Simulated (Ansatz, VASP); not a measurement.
HfH2: VASP beside Ansatz

```
Hf H
1.0
    -1.73900    1.73900    2.13689
     1.73900   -1.73900    2.13689
     1.73900    1.73900   -2.13689
Hf H
1 2
Direct
  0.00000 0.00000 0.00000
  0.75000 0.25000 0.50000
  0.25000 0.75000 0.50000
```

Change from the starting cell: zz strain of -2 %.

Alike in both runs: task single point; functional LDA; k mesh 12 × 12 × 12; occupations fermi-dirac, width 0.03 eV; no spin polarisation.

|  | VASP | Ansatz |
| --- | --- | --- |
| version | VASP 6.6.1 | Ansatz 0.2.0 |
| potentials or method | VASP PAW LDA potentials, release 64 (Hf_pv, H), cutoff 520 eV | all-electron LAPW, scalar-relativistic |

Ansatz gave:

```
pressure (GPa)                                                : -5.9
traceless stress, the component that is largest in VASP (GPa) : -0.11
```

Q: Estimate VASP's values.

A: Pressure (GPa): -6.0; traceless stress, the component that is largest in VASP (GPa): -0.10.

LDA's correlation is that of Perdew and Zunger in VASP and of Perdew and Wang (1992) in Ansatz. Ansatz ran all-electron here, and VASP with PAW potentials.

Neither program's run includes spin-orbit coupling.
